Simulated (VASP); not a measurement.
# Al5As: single point with PBE

The system is Al5As.

```
CELL_PARAMETERS angstrom
3.93886 0.00000 0.00000
0.00000 3.92570 0.00000
0.00000 0.00000 14.08654
ATOMIC_POSITIONS crystal
Al 0.50000 0.00000 0.68279
Al 0.00000 0.50000 0.88836
Al 0.00000 0.50000 0.13300
Al 0.50000 0.00000 0.11776
Al 0.00000 0.00000 0.55498
Al 0.00000 0.50000 0.40982
Al 0.50000 0.50000 0.54536
Al 0.50000 0.00000 0.40601
Al 0.00000 0.00000 0.26911
Al 0.50000 0.50000 0.26120
As 0.50000 0.50000 0.78926
As 0.00000 0.00000 0.99635
```

```yaml
Program: VASP 6.6.1
Task: single point
Functional: PBE
Potentials_or_basis: VASP PAW PBE potentials, release 64 (Al, As)
Cutoff: 520 eV
k_mesh: 8 × 8 × 4
Occupations: gaussian, width 0.1 eV
Spin: no spin polarisation
Dipole_correction: no
Further_INCAR_settings: ALGO = Fast; EDIFF = 1e-07; NBANDS = 32
```

```json
{"Pressure": "4.8 GPa", "Largest force": "0.017 eV/Å", "Band gap on the k mesh": "zero (bands 20 and 21 overlap by 2.05 eV)"}
```

Forces on the atoms (eV/Å):
```
Al   0.000  0.000 -0.017
Al   0.000  0.000  0.006
Al   0.000  0.000  0.001
Al   0.000  0.000  0.015
Al   0.000  0.000 -0.003
Al   0.000  0.000 -0.001
Al   0.000  0.000 -0.003
Al   0.000  0.000  0.000
Al   0.000  0.000  0.002
Al   0.000  0.000  0.006
As   0.000  0.000 -0.005
As   0.000  0.000 -0.002
```

Levels at points of the mesh, in eV from the Fermi level:
```csv
k point,band 17,band 18,band 19,band 20,band 21,band 22,band 23,band 24
"(0.00, 0.00, 0.00)",-0.99,-0.94,-0.86,-0.08,0.18,0.41,0.49,0.61
"(0.50, 0.00, 0.00)",-0.43,-0.38,0.53,0.64,0.81,1.04,1.06,1.49
"(0.00, 0.50, 0.00)",-0.55,-0.36,0.52,0.71,0.78,1.01,1.11,1.45
"(0.50, 0.50, 0.00)",-2.91,-2.83,-2.73,-2.69,-0.42,-0.39,-0.33,0.15
"(0.00, 0.00, 0.50)",-1.13,-1.09,-0.65,-0.09,0.38,0.68,0.79,0.82
"(0.50, 0.00, 0.50)",-0.44,-0.38,0.11,0.35,0.56,0.84,0.93,1.37
"(0.00, 0.50, 0.50)",-0.55,-0.43,-0.37,0.54,0.56,0.75,1.08,1.27
"(0.50, 0.50, 0.50)",-2.59,-2.45,-2.43,-2.41,-0.99,-0.96,-0.91,-0.50
```

Run time: 5.2 min on 1 thread of AMD EPYC 9R45 (Zen 5), on a shared host, peak memory 0.52 GiB.

Caveat: the cell stands under pressure.
